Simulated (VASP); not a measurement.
# InSb (Fm-3m) in VASP: notebook

Runs on InSb. Level: PBE. Tasks: single point.

All numbers are computed with VASP 6.6.1; they aren't measurements. Logs are shortened: lines on timing, memory, paths and dates and some standing lists are left out, and cuts for length are marked.

### Step 1. The cell of the first run

It takes space group Fm-3m (No. 225, cubic). The conventional cell has a = 6.150 Å, b = 6.150 Å, c = 6.150 Å, α = 90.00°, β = 90.00°, γ = 90.00°. Within 4.0 Å of In (site symmetry m-3m) lie 6 Sb at 3.08 Å. Sb (site symmetry m-3m) has 6 In at 3.08 Å within 4.0 Å.

### Step 2. Single point, PBE

INCAR reads:

```
PREC     = Accurate       # precision mode
ENCUT    = 520            # plane-wave cutoff, eV
EDIFF    = 1E-6           # SCF threshold, eV
ISMEAR   = 0              # smearing method
SIGMA    = 0.1            # smearing width, eV
LREAL    = False          # projectors in reciprocal space
LASPH    = True           # aspherical terms in the spheres
NELM     = 80             # most SCF steps
ALGO     = Normal         # electronic algorithm
ISIF     = 2              # what is computed and relaxed
LWAVE    = False          # write WAVECAR
LCHARG   = True           # write CHGCAR
GGA      = PE             # functional
LELF     = True           # ELF
LVHAR    = True         
NBANDS   = 16             # bands
```

KPOINTS reads:

```
regular mesh
0
Gamma
  12 12 12
```

POSCAR reads:

```
InSb
1.0
    0.0000000000      3.0751386621      3.0751386621
    3.0751386621      0.0000000000      3.0751386621
    3.0751386621      3.0751386621      0.0000000000
In Sb
1 1
Direct
    0.0000000000      0.0000000000      0.0000000000
    0.5000000000      0.5000000000      0.5000000000
```

Potentials or basis: VASP PAW PBE potentials, release 64 (In_d, Sb).

Run with:

```console
$ cat potpaw_PBE.64/In_d/POTCAR potpaw_PBE.64/Sb/POTCAR > POTCAR
$ mpirun -np 1 vasp_std > vasp.out
```

OUTCAR:

```text
PREC = Accurate
   ENCUT = 520
   EDIFF = 1E-6
   ISMEAR = 0
   LREAL = False
   LASPH = True
   NELM = 80
   ISIF = 2
   GGA = PE

 ion  position               nearest neighbor table
   1  0.000  0.000  0.000-   2 3.08   2 3.08   2 3.08   2 3.08   2 3.08   2 3.08
   2  0.500  0.500  0.500-   1 3.08   1 3.08   1 3.08   1 3.08   1 3.08   1 3.08

  LATTYP: Found a face centered cubic cell.
 ALAT       =     6.1502773242

  Lattice vectors:

 A1 = (   0.0000000000,   3.0751386621,   3.0751386621)
 A2 = (   3.0751386621,   0.0000000000,   3.0751386621)
 A3 = (   3.0751386621,   3.0751386621,   0.0000000000)

Analysis of symmetry for initial positions (statically):
=====================================================================
 Subroutine PRICEL returns:
 Original cell was already a primitive cell.

 Routine SETGRP: Setting up the symmetry group for a
 face centered cubic supercell.

 Subroutine GETGRP returns: Found 48 space group operations
 (whereof 48 operations were pure point group operations)
 out of a pool of 48 trial point group operations.

The static configuration has the point symmetry O_h .

Analysis of symmetry for dynamics (positions and initial velocities):
=====================================================================
 Subroutine PRICEL returns:
 Original cell was already a primitive cell.

 Routine SETGRP: Setting up the symmetry group for a
 face centered cubic supercell.

 Subroutine GETGRP returns: Found 48 space group operations
 (whereof 48 operations were pure point group operations)
 out of a pool of 48 trial point group operations.

The dynamic configuration has the point symmetry O_h .

 Subroutine INISYM returns: Found 48 space group operations
 (whereof 48 operations are pure point group operations),
 and found     1 'primitive' translations

----------------------------------------------------------------------------------------

                                     Primitive cell

  volume of cell :      58.1600

  direct lattice vectors                    reciprocal lattice vectors
     0.000000000  3.075138662  3.075138662    -0.162594294  0.162594294  0.162594294
     3.075138662  0.000000000  3.075138662     0.162594294 -0.162594294  0.162594294
     3.075138662  3.075138662  0.000000000     0.162594294  0.162594294 -0.162594294

  length of vectors
     4.348902802  4.348902802  4.348902802     0.281621578  0.281621578  0.281621578

  position of ions in fractional coordinates (direct lattice)
     0.000000000  0.000000000  0.000000000
     0.500000000  0.500000000  0.500000000

  ion indices of the primitive-cell ions
   primitive index   ion index
                 1           1
                 2           2

----------------------------------------------------------------------------------------

 KPOINTS: regular mesh

Automatic generation of k-mesh.
 Grid dimensions read from file:
 generate k-points for:   12   12   12

 Generating k-lattice:

  Cartesian coordinates                     Fractional coordinates (reciprocal lattice)
    -0.013549525  0.013549525  0.013549525     0.083333333  0.000000000  0.000000000
     0.013549525 -0.013549525  0.013549525     0.000000000  0.083333333  0.000000000
     0.013549525  0.013549525 -0.013549525     0.000000000  0.000000000  0.083333333

  Length of vectors
     0.023468465  0.023468465  0.023468465

  Shift w.r.t. Gamma in fractional coordinates (k-lattice)
     0.000000000  0.000000000  0.000000000

 Subroutine IBZKPT returns following result:
 ===========================================

 Found     72 irreducible k-points:

 Following reciprocal coordinates:
            Coordinates               Weight
  0.000000  0.000000  0.000000      1.000000
  0.083333  0.000000  0.000000      8.000000
  0.166667  0.000000  0.000000      8.000000
  0.250000  0.000000  0.000000      8.000000
  0.333333  0.000000  0.000000      8.000000
  0.416667  0.000000  0.000000      8.000000
[... 16 lines left out ...]
  0.500000  0.166667  0.000000     24.000000
 -0.416667  0.166667  0.000000     24.000000
 [... further k-points ...]
   k-points           NKPTS =     72   k-points in BZ     NKDIM =     72   number of bands    NBANDS=     16
   number of dos      NEDOS =    301   number of ions     NIONS =      2
   total plane-waves  NPLWV =  32768
   dimension x,y,z NGX =    32 NGY =   32 NGZ =   32
   dimension x,y,z NGXF=    64 NGYF=   64 NGZF=   64
   ions per type =               1   1
   NGX,Y,Z   is equivalent  to a cutoff of  12.23, 12.23, 12.23 a.u.
   NGXF,Y,Z  is equivalent  to a cutoff of  24.47, 24.47, 24.47 a.u.
 SYSTEM =  unknown system
   PREC   = accura    normal or accurate (medium, high low for compatibility)
   ISTART =      0    job   : 0-new  1-cont  2-samecut
   ICHARG =      2    charge: 1-file 2-atom 10-const
   ISPIN  =      1    spin polarized calculation?
   LNONCOLLINEAR =      F non collinear calculations
   LSORBIT =      F    spin-orbit coupling
   LASPH  =      T    aspherical Exc in radial PAW
   ENCUT  =  520.0 eV  38.22 Ry    6.18 a.u.   8.09  8.09  8.09*2*pi/ulx,y,z
   NELM   =     80;   NELMIN=  2; NELMDL= -5     # of ELM steps
   EDIFF  = 0.1E-05   stopping-criterion for ELM
   LREAL  =      F    real-space projection
   EDIFFG = 0.1E-04   stopping-criterion for IOM
   NSW    =      0    number of steps for IOM
   IBRION =     -1    ionic relax: 0-MD 1-quasi-New 2-CG
   NFREE  =      0    steps in history (QN), initial steepest desc. (CG)
   ISIF   =      2    stress and relaxation
   ISYM   =      2    0-nonsym 1-usesym 2-fastsym
   POTIM  = 0.5000    time-step for ionic-motion
   TEBEG  =    0.0;   TEEND  =   0.0 temperature during run
   PSTRESS=    0.0 pullay stress
   NELECT =      18.0000    total number of electrons
   NUPDOWN=      -1.0000    fix difference up-down
   EMIN   =  10.00;   EMAX   =-10.00  energy-range for DOS
   EFERMI =   0.00;   METHOD = LEGACY
   ISMEAR =     0;   SIGMA  =   0.10  broadening in eV -4-tet -1-fermi 0-gaus
   EFERMI_NEDOS =   21; number of points for ismear=-14 and -15
   IALGO  =     38    algorithm
   IMIX   =      4    mixing-type and parameters
     AMIX     =   0.40;   BMIX     =  1.00
     AMIX_MAG =   1.60;   BMIX_MAG =  1.00
  volume/ion in A,a.u.               =      29.08       196.24
  Fermi-wavevector in a.u.,A,eV,Ry     =   1.107365  2.092617 16.684256  1.226258
  Thomas-Fermi vector in A             =   2.243879
   LORBIT       =      0    0 simple, 1 ext, 2 COOP (PROOUT), +10 PAW based schemes
   GGA     = PE    functional components
   LHFCALC =     F    Hartree Fock is set to
   AEXX    =    0.0000 exact exchange contribution
   IVDW    =     0    specifies the selected vdW correction
   LEPSILON=     F    determine dielectric tensor
   LRPA    =     F    only Hartree local field effects (RPA)
 non-spin polarized calculation
 Gauss-broadening in eV      SIGMA  =   0.10
  energy-cutoff  :      520.00
  volume of cell :       58.16
 maximum number of plane-waves:      1592
   NGX = 17   NGY = 17   NGZ = 17

 number of electron      18.0000005 magnetization

 Free energy of the ion-electron system (eV)
  ---------------------------------------------------
  ext. energy  EPLUGINS =         0.00000000
  ---------------------------------------------------
  free energy    TOTEN  =        -6.66599205 eV

  energy without entropy =       -6.65793085  energy(sigma->0) =       -6.66196145

 E-fermi :   6.5327     XC(G=0):  -9.7025

 val. band max:        6.5286852941   @ k =   0.5000   0.0833   0.0000
 cond. band min:       6.5576202972   @ k =   0.1667   0.0000   0.0000
 fundamental gap:      0.0289350031
 Fermi energy:         6.5327491300

 k-point     1 :       0.0000    0.0000    0.0000
  band No.  band energies     occupation
      1      -7.8433      2.00000
      2      -7.8433      2.00000
      3      -7.8147      2.00000
      4      -7.8147      2.00000
      5      -7.8147      2.00000
      6      -4.3232      2.00000
[... 8 lines left out ...]
     15      12.7212      0.00000
     16      12.7212      0.00000

 k-point     2 :       0.0833    0.0000    0.0000
  band No.  band energies     occupation
      1      -7.8451      2.00000
      2      -7.8451      2.00000
      3      -7.8147      2.00000
      4      -7.8133      2.00000
      5      -7.8133      2.00000
      6      -4.2503      2.00000
[... 8 lines left out ...]
     15      12.9139      0.00000
     16      12.9139      0.00000

 k-point     3 :       0.1667    0.0000    0.0000
  band No.  band energies     occupation
      1      -7.8501      2.00000
      2      -7.8501      2.00000
      3      -7.8147      2.00000
      4      -7.8088      2.00000
      5      -7.8088      2.00000
      6      -4.0344      2.00000
[... 8 lines left out ...]
     15      13.3555      0.00000
     16      13.3555      0.00000

 k-point     4 :       0.2500    0.0000    0.0000
  band No.  band energies     occupation
      1      -7.8576      2.00000
      2      -7.8576      2.00000
      3      -7.8150      2.00000
      4      -7.8021      2.00000
      5      -7.8021      2.00000
      6      -3.6873      2.00000
[... 8 lines left out ...]
     15      14.0505      0.00000
     16      14.0505      0.00000
[... 324 lines left out ...]
 k-point    22 :       0.4167    0.1667    0.0000
  band No.  band energies     occupation
      1      -7.8955      2.00000
      2      -7.8530      2.00000
      3      -7.8165      2.00000
      4      -7.7943      2.00000
      5      -7.7867      2.00000
      6      -2.8358      2.00000
[... 8 lines left out ...]
     15      16.7090      0.00000
     16      16.9052      0.00000

 k-point    23 :       0.5000    0.1667    0.0000
  band No.  band energies     occupation
      1      -7.8958      2.00000
      2      -7.8608      2.00000
      3      -7.8131      2.00000
      4      -7.7932      2.00000
      5      -7.7847      2.00000
      6      -2.4450      2.00000
[... 8 lines left out ...]
     15      16.9318      0.00000
     16      17.0465      0.00000

 k-point    24 :      -0.4167    0.1667    0.0000
  band No.  band energies     occupation
      1      -7.8902      2.00000
      2      -7.8665      2.00000
      3      -7.8106      2.00000
      4      -7.7934      2.00000
      5      -7.7865      2.00000
      6      -2.3760      2.00000
[... 8 lines left out ...]
     15      15.7377      0.00000
     16      15.8347      0.00000

 [... further k-points ...]
[... 5 lines left out ...]
  --------------------------------------------------------------------------------------
  -------------------------------------------------------------------------------------
  Total       -0.0002730     -0.0002730     -0.0002730      0.0000000     -0.0000000      0.0000000
  in kB       -0.0075217     -0.0075217     -0.0075217      0.0000000     -0.0000000      0.0000000
  external PRESSURE =      -0.0075217 kB  Pullay stress =       0.0000000 kB

 VOLUME and BASIS-vectors are now :
 -----------------------------------------------------------------------------
  energy-cutoff  :      520.00
  volume of cell :       58.16
      direct lattice vectors                 reciprocal lattice vectors
     0.000000000  3.075138662  3.075138662    -0.162594294  0.162594294  0.162594294
     3.075138662  0.000000000  3.075138662     0.162594294 -0.162594294  0.162594294
     3.075138662  3.075138662  0.000000000     0.162594294  0.162594294 -0.162594294

 POSITION                                       TOTAL-FORCE (eV/Angst)
 -----------------------------------------------------------------------------------
      0.00000      0.00000      0.00000         0.000000      0.000000     -0.000000
      3.07514      3.07514      3.07514         0.000000      0.000000      0.000000
 -----------------------------------------------------------------------------------
    total drift:                                0.000000     -0.000000     -0.000000

  FREE ENERGIE OF THE ION-ELECTRON SYSTEM (eV)
  ---------------------------------------------------
  free  energy   TOTEN  =        -6.6659920537 eV

  energy  without entropy=       -6.6579308474  energy(sigma->0) =       -6.66196145
```

Wall time 29 s (1 thread of Intel Xeon 6975P-C, shared host); peak memory 0.22 GiB.

What came out:

```
Free energy            : -6.6660 eV
Pressure               : 0.0 GPa
Band gap on the k mesh : zero (band 9 reaches 7.14 eV, above the bottom of band 10 at 4.48 eV)
```

Caveat: spin-orbit coupling is left out, which moves the levels of the heavy elements.

(Part 1 of 2 ends here.)
